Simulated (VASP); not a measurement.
Set up this calculation in VASP 6.6.1, as the native input.

| Property | Result |
| --- | --- |
| Task | single point |
| Functional | PBEsol |
| Potentials or basis | VASP PAW PBE potentials, release 64 (Pt, Se) |
| Cutoff | 520 eV |
| k mesh | 6 × 6 × 5 |
| Occupations | gaussian, width 0.05 eV |
| Spin | collinear spin, ferromagnetic start |
| Starting moments | [0.58, 0.0] μB |
| Hubbard terms | Pt d U = 2.0 eV |
| Dipole correction | no |
| Further INCAR settings | ALGO = Normal; EDIFF = 1e-07; NBANDS = 19 |

The structure of PtSe lies in POSCAR:

```
PtSe
1.0
    3.7018703300      0.0000000000      0.0000000000
   -1.8509351600      3.2059137500      0.0000000000
    0.0000000000      0.0000000000      3.6128420300
Pt Se
1 1
Direct
    0.0000000000      0.0000000000      0.0000000000
    0.6666666667      0.3333333333      0.5000000000
```

The input as run:

INCAR

```
ALGO = Normal ; EDIFF = 1E-7
ENCUT = 520 ; GGA = PS
ISIF = 2 ; ISMEAR = 0
ISPIN = 2 ; LASPH = T
LCHARG = F ; LDAU = T
LDAUJ = 0 0 ; LDAUL = 2 -1
LDAUPRINT = 1 ; LDAUTYPE = 2
LDAUU = 2 0 ; LMAXMIX = 4
LORBIT = 11 ; LREAL = F
LWAVE = F ; MAGMOM = 0.58 0
NBANDS = 19 ; NELM = 150
PREC = Accurate ; SIGMA = 0.05
```

KPOINTS

```
k-points
0
Gamma
  6 6 5
```

Potentials or basis: VASP PAW PBE potentials, release 64 (Pt, Se).

Launch:

```sh
$ cat potpaw_PBE.64/Pt/POTCAR potpaw_PBE.64/Se/POTCAR > POTCAR
$ mpirun -np 1 vasp_std > vasp.out
```

It gave:

The pressure is -17.3 GPa, the band gap on the k mesh is zero (filled and empty bands overlap) and the net moment is 0.00 μB per cell. The valence electrons inside the program's atomic spheres are Pt 9.03; Se 3.60.

Caveat: the PAW data sets were made with another functional, which shifts forces and pressure a little; spin-orbit coupling is left out, which moves the levels of the heavy elements.

It took 15 s on 1 thread of Intel(R) Xeon(R) 6975P-C (Granite Rapids) (shared host), peak memory 0.18 GiB.
